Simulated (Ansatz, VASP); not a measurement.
# One calculation of CsH2, two programs

```xyz
6
Lattice="5.0414 0.0018 0.0110 -0.1953 5.3779 -0.0089 -0.0972 -0.6155 8.6285" Properties=species:S:1:pos:R:3 pbc="T T T"
Cs    1.0585    3.7071    6.3638
Cs    3.6903    1.0571    2.2669
H     3.5885    2.6307    8.4380
H     1.1603    2.1336    0.1926
H     1.1593    2.7911    0.6102
H     3.5895    1.9732    8.0204
```

Change from the starting cell: the structure that the rattled Cu2Sb type (P4/nmm, No. 129) fell into.

Alike in both runs: functional PBE; k mesh 8 × 8 × 6; occupations gaussian, width 0.1 eV; no spin polarisation.

Ansatz relaxed the structure, and its values are those at the end. VASP's run is a single point on that final structure, the one shown.

|  | VASP | Ansatz |
| --- | --- | --- |
| version | VASP 6.6.1 | Ansatz 0.2.0 |
| potentials or method | VASP PAW PBE potentials, release 64 (Cs_sv, H), cutoff 520 eV | scalar-relativistic, plane waves, PAW |
| valence electrons in the cell | 22 | 22 |

VASP gave:

- gap on the k mesh at the Fermi level (eV): none
- pressure (GPa): 0.0
- rms of the force components (eV/Å): 0.008

Problem. Which values does Ansatz return?

Solution. gap on the k mesh at the Fermi level (eV): none; pressure (GPa): 0.0; rms of the force components (eV/Å): 0.005.

A gap of «none» marks a metal or a gap that the smearing closes. The functional is the same, so the differences come from potentials, cutoffs and numerics.

Spin-orbit coupling is off throughout.
